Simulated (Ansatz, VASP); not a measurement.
KTaO3 in VASP and in Ansatz

File INCAR:

```
SYSTEM = KTaO3
ALGO = Normal ; EDIFF = 1E-7
ENCUT = 520 ; GGA = PS
ISIF = 2 ; ISMEAR = 0
LASPH = .TRUE. ; LCHARG = .FALSE.
LREAL = .FALSE. ; LWAVE = .FALSE.
NBANDS = 27 ; NELM = 60
PREC = Accurate ; SIGMA = 0.05
```

KPOINTS

```
k-points
0
G
  8 8 8
  0 0 0
```

File POSCAR:

```
KTaO3
1.0
    3.8097778847      0.0000000000      0.0000000000
    0.0000000000      3.8097778847      0.0000000000
    0.0000000000      0.0000000000      4.1286562936
K Ta O
1 1 3
Direct
    0.5000000000      0.5000000000      0.5000000000
    0.0000000000      0.0000000000      0.0000000000
    0.5000000000      0.0000000000      0.0000000000
    0.0000000000      0.5000000000      0.0000000000
    0.0000000000      0.0000000000      0.5000000000
```

Input for Ansatz:

```yaml
crystal:
  lattice:
    - [3.8097778847, 0.0, 0.0]
    - [0.0, 3.8097778847, 0.0]
    - [0.0, 0.0, 4.1286562936]
  atoms:
    - { symbol: K, position: [0.5, 0.5, 0.5] }
    - { symbol: Ta, position: [0.0, 0.0, 0.0] }
    - { symbol: O, position: [0.5, 0.0, 0.0] }
    - { symbol: O, position: [0.0, 0.5, 0.0] }
    - { symbol: O, position: [0.0, 0.0, 0.5] }
basis:
  ecutwfc: 520.0
kpoints:
  mp_grid: { grid: [8, 8, 8] }
hamiltonian:
  xc: pbesol
  pseudopotentials: { kind: paw }
scf:
  occupations: { method: gaussian, width: 0.05 }
output:
  forces: true
  stress: true
  eigenvalues: true
```

Alike in both runs: task single point; functional PBEsol; k mesh 8 × 8 × 8; occupations gaussian, width 0.05 eV; no spin polarisation.

```csv
,VASP,Ansatz
version,VASP 6.6.1,Ansatz 0.2.0
potentials or method,"VASP PAW PBE potentials, release 64 (K_sv, Ta_pv, O), cutoff 520 eV","scalar-relativistic, plane waves, PAW"
valence electrons in the cell,38,40
```

|  | VASP | Ansatz | Ansatz less VASP |
| --- | --- | --- | --- |
| gap on the k mesh at the Fermi level (eV) | 2.10 | 2.14 | +0.048 |
| least direct gap on the mesh (eV) | 2.59 | 2.63 | +0.039 |
| pressure (GPa) | 16.4 | 15.3 | -1.10 |
| traceless stress, the component that is largest in VASP (GPa) | -23.41 | -22.94 | +0.476 |

VASP's potentials were made for PBE, not for PBEsol. VASP's potentials hold 38 valence electrons a cell and Ansatz's 40, so a difference there can come from the potentials and not from the codes.

Spin-orbit coupling is off throughout.
